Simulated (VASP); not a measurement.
CoSi2, 3 atoms in the cell. Symmetry: Fm-3m, No. 225, cubic system. Conventional cell: a = 5.470 Å, b = 5.470 Å, c = 5.470 Å, α = 90.00°, β = 90.00°, γ = 90.00°. Co (site symmetry m-3m) has 8 Si at 2.37 Å within 3.1 Å. Si (site symmetry -43m) has 4 Co at 2.37 Å and 6 Si at 2.74 Å within 3.1 Å.  This cell differs from its parent crystal: volume scaled by 1.06.

- Program: VASP 6.6.1
- Task: single point
- Functional: PBE
- Potentials or basis: VASP PAW PBE potentials, release 64 (Co, Si)
- Cutoff: 520 eV
- k mesh: 11 × 11 × 11
- Occupations: fermi-dirac, width 0.05 eV
- Spin: collinear spin, ferromagnetic start
- Starting moments: [2.0, 0.0, 0.0] μB
- Dipole correction: no
- Further INCAR settings: ALGO = Normal; EDIFF = 1e-07; NBANDS = 20

Potentials or basis: VASP PAW PBE potentials, release 64 (Co, Si).

Run with:

```sh
$ cat potpaw_PBE.64/Co/POTCAR potpaw_PBE.64/Si/POTCAR > POTCAR
$ mpirun -np 1 vasp_std > vasp.out
```

Hardware: 1 thread of Intel(R) Xeon(R) 6975P-C (Granite Rapids), with other jobs on the host.

**Question.** How long does it take, and how much memory?

**Answer.** It took 110 s on 1 thread of Intel(R) Xeon(R) 6975P-C (Granite Rapids) (shared host), peak memory 0.22 GiB. Counts: scf iterations 16, k points 56.
